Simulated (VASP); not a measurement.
# Be3CdF2 (P6/mmm) in VASP: notebook

Runs on Be3CdF2. Level: PBE. Tasks: single point, relaxation of cell and atoms.

Everything below comes from runs of VASP 6.6.1. Logs are shortened: lines on timing, memory, paths and dates and some standing lists are left out, and cuts for length are marked.

### 1 The cell of the first run

It takes space group P6/mmm (No. 191, hexagonal). Conventional cell: a = 4.256 Å, b = 4.256 Å, c = 4.783 Å, α = 90.00°, β = 90.00°, γ = 120.00°. Be (site symmetry mmm) has 4 Be at 2.13 Å and 4 F at 2.69 Å within 2.8 Å. Within 3.2 Å of Cd (site symmetry 6/mmm) lie 6 F at 2.46 Å. Within 3.2 Å of F (site symmetry -6m2) lie 3 Cd at 2.46 Å and 3 F at 2.46 Å and 6 Be at 2.69 Å.

### 2 Single point, PBE

Input file INCAR:

```
SYSTEM = Be3CdF2
PREC = Accurate
ENCUT = 520
EDIFF = 1E-6
ISMEAR = 0
SIGMA = 0.1
LREAL = .FALSE.
LASPH = .TRUE.
NELM = 100
ALGO = Normal
ISIF = 2
LWAVE = .FALSE.
LCHARG = .FALSE.
GGA = PE
NBANDS = 25
```

Input file KPOINTS:

```
Automatic mesh
0
G
  12 12 8
  0 0 0
```

Input file POSCAR:

```
Be3CdF2
1.0
    4.2560073118      0.0000000000      0.0000000000
   -2.1280036559      3.6858104508      0.0000000000
    0.0000000000      0.0000000000      4.7826282565
Be Cd F
3 1 2
Direct
    0.5000000000      0.0000000000      0.5000000000
    0.5000000000      0.5000000000      0.5000000000
    0.0000000000      0.5000000000      0.5000000000
    0.0000000000      0.0000000000      0.0000000000
    0.3333333333      0.6666666667      0.0000000000
    0.6666666667      0.3333333333      0.0000000000
```

Potentials or basis: VASP PAW PBE potentials, release 64 (Be, Cd, F).

Launch:

```console
cat potpaw_PBE.64/Be/POTCAR potpaw_PBE.64/Cd/POTCAR potpaw_PBE.64/F/POTCAR > POTCAR
mpirun -np 1 vasp_std > vasp.out
```

OUTCAR:

```text
SYSTEM = Be3CdF2
   PREC = Accurate
   ENCUT = 520
   EDIFF = 1E-6
   ISMEAR = 0
   LREAL = .FALSE.
   LASPH = .TRUE.
   NELM = 100
   ISIF = 2
   GGA = PE

 ion  position               nearest neighbor table
   1  0.500  0.000  0.500-   2 2.13   3 2.13   2 2.13   3 2.13
   2  0.500  0.500  0.500-   3 2.13   3 2.13   1 2.13   1 2.13
   3  0.000  0.500  0.500-   2 2.13   2 2.13   1 2.13   1 2.13
   4  0.000  0.000  0.000-   5 2.46   6 2.46   6 2.46   5 2.46   6 2.46   5 2.46
   5  0.333  0.667  0.000-   4 2.46   4 2.46   4 2.46
   6  0.667  0.333  0.000-   4 2.46   4 2.46   4 2.46

  LATTYP: Found a hexagonal cell.
 ALAT       =     4.2560073118
 C/A-ratio  =     1.1237359116

  Lattice vectors:

 A1 = (   4.2560073118,   0.0000000000,   0.0000000000)
 A2 = (  -2.1280036559,   3.6858104508,   0.0000000000)
 A3 = (   0.0000000000,   0.0000000000,   4.7826282565)

Analysis of symmetry for initial positions (statically):
=====================================================================
 Subroutine PRICEL returns:
 Original cell was already a primitive cell.

 Routine SETGRP: Setting up the symmetry group for a
 hexagonal supercell.

 Subroutine GETGRP returns: Found 24 space group operations
 (whereof 24 operations were pure point group operations)
 out of a pool of 24 trial point group operations.

The static configuration has the point symmetry D_6h.

Analysis of symmetry for dynamics (positions and initial velocities):
=====================================================================
 Subroutine PRICEL returns:
 Original cell was already a primitive cell.

 Routine SETGRP: Setting up the symmetry group for a
 hexagonal supercell.

 Subroutine GETGRP returns: Found 24 space group operations
 (whereof 24 operations were pure point group operations)
 out of a pool of 24 trial point group operations.

The dynamic configuration has the point symmetry D_6h.

 Subroutine INISYM returns: Found 24 space group operations
 (whereof 24 operations are pure point group operations),
 and found     1 'primitive' translations

----------------------------------------------------------------------------------------

                                     Primitive cell

  volume of cell :      75.0243

  direct lattice vectors                    reciprocal lattice vectors
     4.256007312  0.000000000  0.000000000     0.234962002  0.135655375  0.000000000
    -2.128003656  3.685810451  0.000000000     0.000000000  0.271310751  0.000000000
     0.000000000  0.000000000  4.782628256     0.000000000  0.000000000  0.209090054

  length of vectors
     4.256007312  4.256007312  4.782628256     0.271310751  0.271310751  0.209090054

  position of ions in fractional coordinates (direct lattice)
     0.500000000  0.000000000  0.500000000
     0.500000000  0.500000000  0.500000000
     0.000000000  0.500000000  0.500000000
     0.000000000  0.000000000  0.000000000
     0.333333333  0.666666667  0.000000000
     0.666666667  0.333333333  0.000000000

  ion indices of the primitive-cell ions
   primitive index   ion index
                 1           1
                 2           2
                 3           3
                 4           4
                 5           5
                 6           6

----------------------------------------------------------------------------------------

 KPOINTS: Automatic mesh

Automatic generation of k-mesh.
 Grid dimensions read from file:
 generate k-points for:   12   12    8

 Generating k-lattice:

  Cartesian coordinates                     Fractional coordinates (reciprocal lattice)
     0.019580167  0.011304615  0.000000000     0.083333333  0.000000000  0.000000000
     0.000000000  0.022609229  0.000000000     0.000000000  0.083333333  0.000000000
     0.000000000  0.000000000  0.026136257     0.000000000  0.000000000  0.125000000

  Length of vectors
     0.022609229  0.022609229  0.026136257

  Shift w.r.t. Gamma in fractional coordinates (k-lattice)
     0.000000000  0.000000000  0.000000000

 Subroutine IBZKPT returns following result:
 ===========================================

 Found     95 irreducible k-points:

 Following reciprocal coordinates:
            Coordinates               Weight
  0.000000  0.000000  0.000000      1.000000
  0.083333  0.000000  0.000000      6.000000
  0.166667 -0.000000  0.000000      6.000000
  0.250000  0.000000  0.000000      6.000000
  0.333333  0.000000  0.000000      6.000000
  0.416667  0.000000  0.000000      6.000000
[... 16 lines left out ...]
  0.250000  0.000000  0.125000     12.000000
  0.333333  0.000000  0.125000     12.000000
 [... further k-points ...]
   k-points           NKPTS =     95   k-points in BZ     NKDIM =     95   number of bands    NBANDS=     25
   number of dos      NEDOS =    301   number of ions     NIONS =      6
   total plane-waves  NPLWV =  36864
   dimension x,y,z NGX =    32 NGY =   32 NGZ =   36
   dimension x,y,z NGXF=    64 NGYF=   64 NGZF=   72
   ions per type =               3   1   2
   NGX,Y,Z   is equivalent  to a cutoff of  12.50, 12.50, 12.51 a.u.
   NGXF,Y,Z  is equivalent  to a cutoff of  25.00, 25.00, 25.03 a.u.
 SYSTEM =  Be3CdF2
   PREC   = accura    normal or accurate (medium, high low for compatibility)
   ISTART =      0    job   : 0-new  1-cont  2-samecut
   ICHARG =      2    charge: 1-file 2-atom 10-const
   ISPIN  =      1    spin polarized calculation?
   LNONCOLLINEAR =      F non collinear calculations
   LSORBIT =      F    spin-orbit coupling
   LASPH  =      T    aspherical Exc in radial PAW
   ENCUT  =  520.0 eV  38.22 Ry    6.18 a.u.   7.91  7.91  8.89*2*pi/ulx,y,z
   NELM   =    100;   NELMIN=  2; NELMDL= -5     # of ELM steps
   EDIFF  = 0.1E-05   stopping-criterion for ELM
   LREAL  =      F    real-space projection
   EDIFFG = 0.1E-04   stopping-criterion for IOM
   NSW    =      0    number of steps for IOM
   IBRION =     -1    ionic relax: 0-MD 1-quasi-New 2-CG
   NFREE  =      0    steps in history (QN), initial steepest desc. (CG)
   ISIF   =      2    stress and relaxation
   ISYM   =      2    0-nonsym 1-usesym 2-fastsym
   POTIM  = 0.5000    time-step for ionic-motion
   TEBEG  =    0.0;   TEEND  =   0.0 temperature during run
   PSTRESS=    0.0 pullay stress
   NELECT =      32.0000    total number of electrons
   NUPDOWN=      -1.0000    fix difference up-down
   EMIN   =  10.00;   EMAX   =-10.00  energy-range for DOS
   EFERMI =   0.00;   METHOD = LEGACY
   ISMEAR =     0;   SIGMA  =   0.10  broadening in eV -4-tet -1-fermi 0-gaus
   EFERMI_NEDOS =   21; number of points for ismear=-14 and -15
   IALGO  =     38    algorithm
   IMIX   =      4    mixing-type and parameters
     AMIX     =   0.40;   BMIX     =  1.00
     AMIX_MAG =   1.60;   BMIX_MAG =  1.00
  volume/ion in A,a.u.               =      12.50        84.38
  Fermi-wavevector in a.u.,A,eV,Ry     =   1.232322  2.328751 20.662042  1.518617
  Thomas-Fermi vector in A             =   2.367097
   LORBIT       =      0    0 simple, 1 ext, 2 COOP (PROOUT), +10 PAW based schemes
   GGA     = PE    functional components
   LHFCALC =     F    Hartree Fock is set to
   AEXX    =    0.0000 exact exchange contribution
   IVDW    =     0    specifies the selected vdW correction
   LEPSILON=     F    determine dielectric tensor
   LRPA    =     F    only Hartree local field effects (RPA)
 non-spin polarized calculation
 Gauss-broadening in eV      SIGMA  =   0.10
  energy-cutoff  :      520.00
  volume of cell :       75.02
 maximum number of plane-waves:      2058
 NGX is ok and might be reduce to    32
   NGX = 15   NGY = 15   NGZ = 17

 number of electron      31.9999982 magnetization

 Free energy of the ion-electron system (eV)
  ---------------------------------------------------
  ext. energy  EPLUGINS =         0.00000000
  ---------------------------------------------------
  free energy    TOTEN  =       -17.45971441 eV

  energy without entropy =      -17.45432095  energy(sigma->0) =      -17.45701768

 E-fermi :   2.5743     XC(G=0):  -9.9986

 val. band max:        2.5204515016   @ k =   0.3333   0.0000   0.5000
 cond. band min:       2.5846947753   @ k =   0.1667   0.0833   0.3750
 fundamental gap:      0.0642432738
 Fermi energy:         2.5743241486

 k-point     1 :       0.0000    0.0000    0.0000
  band No.  band energies     occupation
      1     -20.7213      2.00000
      2     -19.7033      2.00000
      3      -6.1216      2.00000
      4      -6.1216      2.00000
      5      -5.7571      2.00000
      6      -5.6249      2.00000
[... 17 lines left out ...]
     24      10.6138      0.00000
     25      12.2207      0.00000

 k-point     2 :       0.0833    0.0000    0.0000
  band No.  band energies     occupation
      1     -20.7051      2.00000
      2     -19.7205      2.00000
      3      -6.0958      2.00000
      4      -6.0705      2.00000
      5      -5.7562      2.00000
      6      -5.6419      2.00000
[... 17 lines left out ...]
     24      10.8683      0.00000
     25      11.8128      0.00000

 k-point     3 :       0.1667   -0.0000    0.0000
  band No.  band energies     occupation
      1     -20.6584      2.00000
      2     -19.7704      2.00000
      3      -6.0215      2.00000
      4      -5.9298      2.00000
      5      -5.7567      2.00000
      6      -5.6853      2.00000
[... 17 lines left out ...]
     24      11.2976      0.00000
     25      11.6209      0.00000

 k-point     4 :       0.2500    0.0000    0.0000
  band No.  band energies     occupation
      1     -20.5860      2.00000
      2     -19.8463      2.00000
      3      -5.9099      2.00000
      4      -5.7737      2.00000
      5      -5.7384      2.00000
      6      -5.7285      2.00000
[... 17 lines left out ...]
     24      10.9928      0.00000
     25      11.5850      0.00000

 k-point     5 :       0.3333    0.0000    0.0000
  band No.  band energies     occupation
      1     -20.4975      2.00000
      2     -19.9375      2.00000
      3      -5.7948      2.00000
      4      -5.7859      2.00000
      5      -5.7823      2.00000
      6      -5.6392      2.00000
[... 17 lines left out ...]
     24      10.8158      0.00000
     25      11.6079      0.00000

 k-point     6 :       0.4167    0.0000    0.0000
  band No.  band energies     occupation
      1     -20.4101      2.00000
      2     -20.0264      2.00000
      3      -5.8237      2.00000
      4      -5.8175      2.00000
      5      -5.6747      2.00000
      6      -5.6426      2.00000
[... 17 lines left out ...]
     24      10.7178      0.00000
     25      12.3383      0.00000
[... 393 lines left out ...]
 k-point    21 :       0.0833    0.0000    0.1250
  band No.  band energies     occupation
      1     -20.7048      2.00000
      2     -19.7202      2.00000
      3      -6.0955      2.00000
      4      -6.0702      2.00000
      5      -5.7390      2.00000
      6      -5.6461      2.00000
[... 17 lines left out ...]
     24      10.5845      0.00000
     25      11.6699      0.00000

 k-point    22 :       0.1667   -0.0000    0.1250
  band No.  band energies     occupation
      1     -20.6579      2.00000
      2     -19.7699      2.00000
      3      -6.0212      2.00000
      4      -5.9294      2.00000
      5      -5.7484      2.00000
      6      -5.6865      2.00000
[... 17 lines left out ...]
     24      10.7388      0.00000
     25      11.8003      0.00000

 k-point    23 :       0.2500    0.0000    0.1250
  band No.  band energies     occupation
      1     -20.5855      2.00000
      2     -19.8458      2.00000
      3      -5.9095      2.00000
      4      -5.7785      2.00000
      5      -5.7399      2.00000
      6      -5.7214      2.00000
[... 17 lines left out ...]
     24      10.7114      0.00000
     25      12.0279      0.00000

 k-point    24 :       0.3333    0.0000    0.1250
  band No.  band energies     occupation
      1     -20.4971      2.00000
      2     -19.9371      2.00000
      3      -5.8119      2.00000
      4      -5.7819      2.00000
      5      -5.7743      2.00000
      6      -5.6437      2.00000
[... 17 lines left out ...]
     24      10.8349      0.00000
     25      11.8731      0.00000

 [... further k-points ...]
[... 5 lines left out ...]
  --------------------------------------------------------------------------------------
  -------------------------------------------------------------------------------------
  Total        0.1421156      0.1421156     -0.0552751      0.0000000      0.0000000      0.0000000
  in kB        3.0349408      3.0349408     -1.1804252      0.0000000      0.0000000      0.0000000
  external PRESSURE =       1.6298188 kB  Pullay stress =       0.0000000 kB

 VOLUME and BASIS-vectors are now :
 -----------------------------------------------------------------------------
  energy-cutoff  :      520.00
  volume of cell :       75.02
      direct lattice vectors                 reciprocal lattice vectors
     4.256007312  0.000000000  0.000000000     0.234962002  0.135655375  0.000000000
    -2.128003656  3.685810451  0.000000000     0.000000000  0.271310751  0.000000000
     0.000000000  0.000000000  4.782628256     0.000000000  0.000000000  0.209090054

 POSITION                                       TOTAL-FORCE (eV/Angst)
 -----------------------------------------------------------------------------------
      2.12800      0.00000      2.39131         0.000000      0.000000      0.000000
      1.06400      1.84291      2.39131         0.000000      0.000000      0.000000
     -1.06400      1.84291      2.39131         0.000000      0.000000      0.000000
      0.00000      0.00000      0.00000         0.000000      0.000000      0.000000
     -0.00000      2.45721      0.00000         0.000000     -0.000000     -0.000000
      2.12800      1.22860      0.00000        -0.000000      0.000000      0.000000
 -----------------------------------------------------------------------------------
    total drift:                               -0.000000      0.000000     -0.000000

  FREE ENERGIE OF THE ION-ELECTRON SYSTEM (eV)
  ---------------------------------------------------
  free  energy   TOTEN  =       -17.4597144121 eV

  energy  without entropy=      -17.4543209504  energy(sigma->0) =      -17.45701768
```

It took 2 min on 1 thread of Intel Xeon Platinum 8259CL at 2.50GHz (Skylake/Cascade Lake), shared host; peak memory 0.3 GiB.

What came out:

```
Free energy            : -17.4597 eV
Pressure               : 0.2 GPa
Band gap on the k mesh : zero (band 16 reaches 3.88 eV, above the bottom of band 17 at 2.16 eV)
```

Levels at points of the mesh, in eV from the Fermi level:
```csv
k point,band 14,band 15,band 16,band 17,band 18,band 19
"(0.00, 0.00, 0.00)",-3.79,-1.25,1.31,1.31,1.38,1.55
"(0.50, 0.00, 0.00)",-2.94,-2.74,-0.74,1.21,2.47,3.71
"(0.00, 0.00, 0.50)",-2.84,-2.22,-0.44,1.52,1.52,4.70
"(0.50, 0.00, 0.50)",-2.74,-1.88,-0.31,1.18,1.19,1.63
```

### 3 Relaxation of cell and atoms, PBE

This run uses another cell than the first one, of 12.53 Å³/atom, 1.002 times its volume.

Input file INCAR:

```
SYSTEM = Be3CdF2
  PREC = Accurate
  ENCUT = 600
  EDIFF = 1E-6
  ISMEAR = 0
  SIGMA = 0.1
  LREAL = .False.
  LASPH = .True.
  NELM = 100
  ALGO = Normal
  ISIF = 3
  LWAVE = .False.
  LCHARG = .False.
  GGA = PE
  IBRION = 2
  NSW = 100
  EDIFFG = -0.01
```

Input file KPOINTS:

```
regular mesh
0
Gamma
  12 12 8
  0 0 0
```

Edit POSCAR of step 2 so:

```diff
@@ -2,5 +2,5 @@
 1.0
-    4.2560073118      0.0000000000      0.0000000000
-   -2.1280036559      3.6858104508      0.0000000000
-    0.0000000000      0.0000000000      4.7826282565
+    4.2542594357      0.0000000000      0.0000000000
+   -2.1271297178      3.6842967456      0.0000000000
+    0.0000000000      0.0000000000      4.7967913246
 Be Cd F
```

Potentials or basis: VASP PAW PBE potentials, release 64 (Be, Cd, F).

Launch:

```console
cat potpaw_PBE.64/Be/POTCAR potpaw_PBE.64/Cd/POTCAR potpaw_PBE.64/F/POTCAR > POTCAR
mpirun -np 1 vasp_std > vasp.out
```

Run time: 4.4 min. Hardware: 1 thread of Intel Xeon Platinum 8259CL at 2.50GHz (Skylake/Cascade Lake), shared host; peak memory 0.35 GiB.

The run converged. Its results:

- Free energy: -17.4632 eV
- Relaxed volume: 12.51 Å³/atom
- Relaxed cell: a = 4.264 Å, b = 4.264 Å, c = 4.766 Å, α = 90.00°, β = 90.00°, γ = 120.00°
- Space group after relaxing (to 0.05 Å): P6/mmm (No. 191)
- Energy gained by relaxing: 0.1 meV/atom
- Ionic steps: 4
- Pressure after relaxing: -0.1 GPa
- Band gap on the k mesh: zero (band 16 reaches 3.88 eV, above the bottom of band 17 at 2.16 eV)

Step by step:
| step | energy change (eV) | largest force (eV/Å) | pressure (GPa) | volume (Å³) |
| --- | --- | --- | --- | --- |
| 1 | 0.0000 | 0.0000 | 0.02 | 75.18 |
| 2 | -0.0003 | 0.0000 | -0.07 | 75.20 |
| 3 | -0.0006 | 0.0000 | -0.25 | 75.24 |
| 4 | -0.0008 | 0.0000 | -0.10 | 75.04 |

Final structure:
```xyz
6
Lattice="4.2642 0.0000 0.0000 -2.1321 3.6929 0.0000 0.0000 0.0000 4.7655" Properties=species:S:1:pos:R:3 pbc="T T T"
Be    2.1321    0.0000    2.3828
Be    1.0660    1.8464    2.3828
Be   -1.0660    1.8464    2.3828
Cd    0.0000    0.0000    0.0000
F     0.0000    2.4619    0.0000
F     2.1321    1.2310    4.7655
```

Levels at points of the mesh, in eV from the Fermi level:
```
           k point  band 12  band 13  band 14  band 15  band 16  band 17  band 18  band 19  band 20
(0.00, 0.00, 0.00)    -3.84    -3.80    -3.80    -1.24     1.30     1.30     1.38     1.58     5.91
(0.50, 0.00, 0.00)    -4.46    -3.36    -2.92    -2.76    -0.75     1.20     2.49     3.75     4.20
(0.00, 0.00, 0.50)    -3.74    -3.74    -2.82    -2.23    -0.41     1.51     1.51     4.73     5.30
(0.50, 0.00, 0.50)    -3.95    -2.78    -2.76    -1.85    -0.29     1.16     1.18     1.65     5.46
```

[end of part 1 of 2]
